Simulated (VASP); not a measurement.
# ZrB (Fm-3m) in VASP: settings compared, part 2 of 2

VASP 6.6.1. The steps go on from the part before.

### 4 Single point, r2SCAN (volume scaled by 0.96)

POSCAR

```
ZrB
1.0
    0.0000000000      2.4225701620      2.4225701620
    2.4225701620      0.0000000000      2.4225701620
    2.4225701620      2.4225701620      0.0000000000
Zr B
1 1
Direct
    0.5000000000      0.5000000000      0.5000000000
    0.0000000000      0.0000000000      0.0000000000
```

INCAR.step1

```
ALGO = Normal ; EDIFF = 1E-5
ENCUT = 550 ; GGA = PE
GGA_COMPAT = F ; ISMEAR = 0
LASPH = T ; LCHARG = F
LREAL = F ; LWAVE = T
NBANDS = 14 ; NELM = 120
PREC = Accurate ; SIGMA = 0.05
```

INCAR.step2

```
ALGO = Normal ; EDIFF = 1E-6
ENCUT = 550 ; GGA_COMPAT = F
ISIF = 2 ; ISMEAR = 0
ISTART = 1 ; LASPH = T
LCHARG = F ; LMIXTAU = T
LREAL = F ; LWAVE = F
METAGGA = R2SCAN ; NBANDS = 14
NELM = 120 ; PREC = Accurate
SIGMA = 0.05
```

KPOINTS

```
k-points
0
Gamma
  8 8 8
```

Potentials or basis: VASP PAW PBE potentials, release 64 (Zr_sv, B).

On the command line:

```
$ cat potpaw_PBE.64/Zr_sv/POTCAR potpaw_PBE.64/B/POTCAR > POTCAR
$ cp INCAR.step1 INCAR
$ mpirun -np 1 vasp_std > vasp.out
$ cp INCAR.step2 INCAR
$ mpirun -np 1 vasp_std > vasp.out
```

OUTCAR:

```text
EDIFF = 1E-6
   ENCUT = 550
   ISIF = 2
   ISMEAR = 0
   ISTART = 1
   LASPH = T
   LREAL = F
   METAGGA = R2SCAN
   NELM = 120
   PREC = Accurate

 ion  position               nearest neighbor table
   1  0.500  0.500  0.500-   2 2.42   2 2.42   2 2.42   2 2.42   2 2.42   2 2.42
   2  0.000  0.000  0.000-   1 2.42   1 2.42   1 2.42   1 2.42   1 2.42   1 2.42

  LATTYP: Found a face centered cubic cell.
 ALAT       =     4.8451403240

  Lattice vectors:

 A1 = (   0.0000000000,   2.4225701620,   2.4225701620)
 A2 = (   2.4225701620,   0.0000000000,   2.4225701620)
[... 586 lines left out ...]
     10      12.7215      0.00000
     11      14.2017      0.00000
     12      17.6663      0.00000
     13      17.8263      0.00000
     14      19.2645      0.00000

 [... further k-points ...]
[... 5 lines left out ...]
  --------------------------------------------------------------------------------------
  -------------------------------------------------------------------------------------
  Total        1.2967037      1.2967037      1.2967037     -0.0000000     -0.0000000      0.0000000
  in kB       73.0621157     73.0621157     73.0621157     -0.0000000     -0.0000000      0.0000000
  external PRESSURE =      73.0621157 kB  Pullay stress =       0.0000000 kB

 VOLUME and BASIS-vectors are now :
 -----------------------------------------------------------------------------
  energy-cutoff  :      550.00
  volume of cell :       28.44
      direct lattice vectors                 reciprocal lattice vectors
     0.000000000  2.422570162  2.422570162    -0.206392371  0.206392371  0.206392371
     2.422570162  0.000000000  2.422570162     0.206392371 -0.206392371  0.206392371
     2.422570162  2.422570162  0.000000000     0.206392371  0.206392371 -0.206392371

 POSITION                                       TOTAL-FORCE (eV/Angst)
 -----------------------------------------------------------------------------------
      2.42257      2.42257      2.42257        -0.000000      0.000000     -0.000000
      0.00000      0.00000      0.00000         0.000000     -0.000000      0.000000
 -----------------------------------------------------------------------------------
    total drift:                                0.000000      0.000000      0.000000

  FREE ENERGIE OF THE ION-ELECTRON SYSTEM (eV)
  ---------------------------------------------------
  free  energy   TOTEN  =       -30.9496344874 eV

  energy  without entropy=      -30.9487191462  energy(sigma->0) =      -30.94917682
```

OUTCAR.step1:

```text
EDIFF = 1E-5
   ENCUT = 550
   GGA = PE
   ISMEAR = 0
   LASPH = T
[... 629 lines left out ...]
 -----------------------------------------------------------------------------------
      2.42257      2.42257      2.42257        -0.000000      0.000000     -0.000000
      0.00000      0.00000      0.00000         0.000000     -0.000000      0.000000
 -----------------------------------------------------------------------------------
    total drift:                                0.000000      0.000000      0.000000

  FREE ENERGIE OF THE ION-ELECTRON SYSTEM (eV)
  ---------------------------------------------------
  free  energy   TOTEN  =       -15.9776379510 eV

  energy  without entropy=      -15.9763924364  energy(sigma->0) =      -15.97701519
```

OSZICAR.step1:

```text
N       E                     dE             d eps       ncg     rms          rms(c)
DAV:   1     0.980921453857E+02    0.98092E+02   -0.82069E+03   812   0.108E+03
DAV:   2    -0.120885178542E+02   -0.11018E+03   -0.10524E+03   980   0.291E+02
DAV:   3    -0.176123702610E+02   -0.55239E+01   -0.54803E+01  1344   0.535E+01
DAV:   4    -0.178302384339E+02   -0.21787E+00   -0.21784E+00  1008   0.624E+00
DAV:   5    -0.178313074393E+02   -0.10690E-02   -0.10690E-02  1082   0.592E-01    0.182E+01
DAV:   6    -0.159815405877E+02    0.18498E+01   -0.27135E+00   944   0.144E+01    0.633E+00
DAV:   7    -0.159753810430E+02    0.61595E-02   -0.27947E-01  1146   0.366E+00    0.284E+00
DAV:   8    -0.159782631327E+02   -0.28821E-02   -0.33232E-02   994   0.155E+00    0.290E-01
DAV:   9    -0.159775399368E+02    0.72320E-03   -0.33246E-03   976   0.364E-01    0.147E-01
DAV:  10    -0.159776454968E+02   -0.10556E-03   -0.43907E-04   920   0.236E-01    0.358E-02
DAV:  11    -0.159776379510E+02    0.75458E-05   -0.25373E-05  1022   0.402E-02
   1 F= -.15977638E+02 E0= -.15977015E+02  d E =-.124551E-02
```

Run time: 47 s. Hardware: 1 thread of Intel Xeon Platinum 8488C (Sapphire Rapids), shared host; peak memory 0.17 GiB.

Results:

```
Free energy : -30.9496 eV
Pressure    : 7.3 GPa
```

Levels at points of the mesh, in eV from the Fermi level:
```csv
k point,band 4,band 5,band 6,band 7,band 8,band 9,band 10,band 11,band 12,band 13
"(0.00, 0.00, 0.00)",-26.10,-8.72,2.03,2.03,2.03,3.40,3.40,3.67,3.67,3.67
"(0.50, 0.00, 0.00)",-26.16,-4.55,-4.09,-1.30,-1.30,5.38,5.38,6.81,7.98,12.38
"(0.50, 0.50, 0.00)",-26.32,-6.72,-0.86,-0.79,2.21,2.21,4.93,6.38,6.38,9.52
```

Caveat: the PAW data sets were made with another functional, which shifts forces and pressure a little.

### 5 Summary

| level | cell | gap on the mesh (eV) | pressure (GPa) |
| --- | --- | --- | --- |
| r2SCAN+rVV10 | a = 3.443 Å, angles 60.0°, 2 atoms | none | 3.7 |
| r2SCAN+rVV10 | a = 3.420 Å, angles 60.0°, 2 atoms | none | 7.6 |
| r2SCAN | a = 3.426 Å, angles 60.0°, 2 atoms | none | 7.3 |

Alike in all rows: task single point; potentials or basis VASP PAW PBE potentials, release 64 (Zr_sv, B); no spin polarisation; k mesh 8 × 8 × 8; cutoff (eV) 550; smearing gaussian 0.05 eV.

Caveats: the PAW data sets were made with another functional, which shifts forces and pressure a little.

Absolute energies hang on the potentials; compare differences alone.
